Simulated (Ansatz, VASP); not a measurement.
Two plane-wave programs on BeTe6

```
Be Te
1.0
     3.76666    2.17468    4.51446
    -3.76666    2.17468    4.51446
     0.00000   -4.34936    4.51446
Be Te
1 6
Direct
  0.00000 0.00000 0.00000
  0.80873 0.39198 0.08346
  0.19127 0.60802 0.91654
  0.39198 0.08346 0.80873
  0.08346 0.80873 0.39198
  0.60802 0.91654 0.19127
  0.91654 0.19127 0.60802
```

Change from the starting cell: species swapped into the WCl6 type (R-3, No. 148).

Alike in both runs: task relaxation of cell and atoms; functional PBE; k mesh 6 × 6 × 6; occupations gaussian, width 0.01 eV; no spin polarisation.

```csv
,VASP,Ansatz
version,VASP 6.6.1,Ansatz 0.2.0
potentials or method,"VASP PAW PBE potentials, release 64 (Be, Te), cutoff 600 eV","scalar-relativistic, plane waves, PAW"
valence electrons in the cell,38,98
```

Ansatz gave:

| Item | Value |
| --- | --- |
| gap on the k mesh at the Fermi level, each at its own relaxed structure (eV) | none |
| relaxed volume (Å³/atom) | 31.78 |
| relaxed cell length with the largest relative difference (Å) | 6.239 |

Question: What did VASP give for the same quantities?

Answer: gap on the k mesh at the Fermi level, each at its own relaxed structure (eV): none; relaxed volume (Å³/atom): 31.97; relaxed cell length with the largest relative difference (Å): 6.242.

A gap of «none» marks a metal or a gap that the smearing closes. VASP's potentials hold 38 valence electrons a cell and Ansatz's 98, so a difference there can come from the potentials and not from the codes.

Neither program's run includes spin-orbit coupling.
